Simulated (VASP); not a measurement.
## GaN: single point with PBE

Crystal: GaN.

```
Ga N
1.0
     0.03005    2.26852    2.26852
     2.26852    0.03005    2.26852
     2.26852    2.26852    0.03005
Ga N
1 1
Direct
  0.00000 0.00000 0.00000
  0.75000 0.75000 0.75000
```

| Item | Value |
| --- | --- |
| Program | VASP 6.6.1 |
| Task | single point |
| Functional | PBE |
| Potentials or basis | VASP PAW PBE potentials, release 64 (Ga_d, N) |
| Cutoff | 520 eV |
| k mesh | 8 × 8 × 8 |
| Occupations | gaussian, width 0.02 eV |
| Spin | no spin polarisation |

The pressure is 5.2 GPa. The largest force is 0.178 eV/Å and the band gap on the k mesh is 1.69 eV, direct.

Forces in eV/Å, atoms in the order of the input:
```
Ga  -0.103 -0.103 -0.103
N    0.103  0.103  0.103
```

Stress tensor (GPa, compression positive):
```
 5.22 -2.50 -2.50
-2.50  5.22 -2.50
-2.50 -2.50  5.22
```

Levels at points of the mesh, in eV from the valence-band top:
```csv
k point,band 5,band 6,band 7,band 8,band 9,band 10,band 11,band 12,band 13,band 14
"(0.00, 0.00, 0.00)",-13.15,-13.15,-0.08,0.00,0.00,1.69,9.97,10.44,10.44,17.55
"(0.50, 0.00, 0.00)",-13.10,-11.88,-7.05,-1.03,-1.02,4.56,8.72,10.17,10.41,15.57
"(0.50, 0.50, 0.00)",-13.07,-11.48,-6.15,-2.81,-2.65,3.32,6.64,11.67,13.87,14.01
"(0.50, 0.50, 0.50)",-13.11,-11.98,-7.09,-0.91,-0.91,4.77,8.61,10.53,10.53,15.74
```

Wall time 44 s on 1 thread of AMD EPYC 7R13, on a shared host, peak memory 0.12 GiB.

A hybrid or GW would open this gap; PBE tends to underestimate it.
